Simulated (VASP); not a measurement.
Here is a VASP 6.6.1 calculation.

The input INCAR:

```
SYSTEM = Fe
PREC = Accurate
ENCUT = 520
EDIFF = 1E-6
ISMEAR = -1
SIGMA = 0.05
LREAL = .FALSE.
LASPH = .TRUE.
NELM = 150
ALGO = Normal
ISIF = 2
LWAVE = .FALSE.
LCHARG = .FALSE.
ISPIN = 2
MAGMOM = 2.5
LORBIT = 11
LMAXMIX = 4
GGA = CA
NBANDS = 14
```

Contents of KPOINTS:

```
Automatic mesh
0
G
  19 19 18
  0 0 0
```

POSCAR

```
Fe
1.0
    2.3009475559      0.0000000000      0.0000000000
   -1.1504737779      1.9926790362      0.0000000000
    0.0000000000      0.0000000000      2.0705582190
Fe
1
Direct
    0.0000000000      0.0000000000      0.0000000000
```

Potentials or basis: VASP PAW LDA potentials, release 64 (Fe).

Command:

```console
$ cat potpaw_LDA.64/Fe/POTCAR > POTCAR
$ mpirun -np 1 vasp_std > vasp.out
```

(1) Predict the site moments.

(2) Estimate the pressure.

(3) Estimate the net moment.

Answers

(1) Fe +0.35 μB.

(2) 28.8 GPa.

(3) 0.36 μB per cell.
